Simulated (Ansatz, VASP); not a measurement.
**One calculation of MgO, two programs**

File INCAR:

```
ALGO = Normal
EDIFF = 1E-6
ENCUT = 520
GGA = PE
ISIF = 2
ISMEAR = 0
LASPH = True
LCHARG = True
LELF = True
LREAL = False
LVHAR = True
LWAVE = False
NBANDS = 11
NELM = 60
PREC = Accurate
SIGMA = 0.05
```

Contents of KPOINTS:

```
k-points
0
Gamma
  10 10 10
```

POSCAR

```
MgO
1.0
    0.0000000000      1.8334406761      1.8334406761
    1.8334406761      0.0000000000      1.8334406761
    1.8334406761      1.8334406761      0.0000000000
Mg O
1 1
Direct
    0.0000000000      0.0000000000      0.0000000000
    0.5000000000      0.5000000000      0.5000000000
```

Input for Ansatz:

```yaml
crystal:
  lattice:
    - [0.0, 1.8334406761, 1.8334406761]
    - [1.8334406761, 0.0, 1.8334406761]
    - [1.8334406761, 1.8334406761, 0.0]
  atoms:
    - { symbol: Mg, position: [0.0, 0.0, 0.0] }
    - { symbol: O, position: [0.5, 0.5, 0.5] }
basis:
  ecutwfc: 420
  ecutrho_ratio: 4
kpoints:
  mp_grid: { grid: [10, 10, 10] }
hamiltonian:
  xc: pbe
scf:
  occupations: { method: gaussian, width: 0.05 }
output:
  forces: true
  stress: true
  eigenvalues: true
```

Alike in both runs: task single point; functional PBE; k mesh 10 × 10 × 10; occupations gaussian, width 0.05 eV; no spin polarisation.

|  | VASP | Ansatz |
| --- | --- | --- |
| version | VASP 6.6.1 | Ansatz 0.2.0 |
| potentials or method | VASP PAW PBE potentials, release 64 (Mg, O), cutoff 520 eV | scalar-relativistic, plane waves, PAW |
| valence electrons in the cell | 8 | 16 |

Ansatz gave:

```
gap on the k mesh at the Fermi level (eV) : 9.27
least direct gap on the mesh (eV)         : 9.94
```

**Question.** Estimate VASP's values.

**Answer.** gap on the k mesh at the Fermi level (eV): 9.20; least direct gap on the mesh (eV): 9.96.

VASP's potentials hold 8 valence electrons a cell and Ansatz's 16, so a difference there can come from the potentials and not from the codes.
